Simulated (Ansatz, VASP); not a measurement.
Two plane-wave programs on P

```
P
1.0
     0.00000    1.88444    1.88444
     1.88444    0.00000    1.88444
     1.88444    1.88444    0.00000
P
1
Direct
  0.00000 0.00000 0.00000
```

Alike in both runs: task single point; functional PBE; k mesh 16 × 16 × 16; occupations fermi-dirac, width 0.1 eV; no spin polarisation.

|  | VASP | Ansatz |
| --- | --- | --- |
| version | VASP 6.6.1 | Ansatz 0.2.0 |
| potentials or method | VASP PAW PBE potentials, release 64 (P), cutoff 520 eV | plane waves (420 eV) with PAW, scalar-relativistic |
| valence electrons in the cell | 5 | 5 |

Ansatz gave:

| Quantity | Value |
| --- | --- |
| pressure (GPa) | 9.6 |

Question: What did VASP give for the same quantities?

Answer: Pressure (GPa): 9.4.

With one functional, cell and mesh, what is left measures potentials, basis and numerics.
